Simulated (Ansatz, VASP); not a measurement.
# Ge in VASP and in Ansatz

```xyz
2
Lattice="1.4628 -2.5507 0.0000 1.4628 2.5507 0.0000 0.0000 0.0000 4.6475" Properties=species:S:1:pos:R:3 pbc="T T T"
Ge    1.4628   -0.8497    1.1619
Ge    1.4628    0.8497    3.4856
```

Alike in both runs: task single point; functional LDA; k mesh 11 × 11 × 6; occupations fermi-dirac, width 0.1 eV; no spin polarisation.

```csv
,VASP,Ansatz
version,VASP 6.6.1,Ansatz 0.2.0
potentials or method,"VASP PAW LDA potentials, release 64 (Ge_d), cutoff 520 eV","plane waves, PAW"
valence electrons in the cell,28,28
```

VASP gave:

- pressure (GPa): 3.1
- traceless stress, the component that is largest in VASP (GPa): 4.79

Which values does Ansatz return?

Pressure (GPa): 3.0; traceless stress, the component that is largest in VASP (GPa): 4.78.

LDA's correlation is that of Perdew and Zunger in VASP and of Perdew and Wang (1992) in Ansatz.
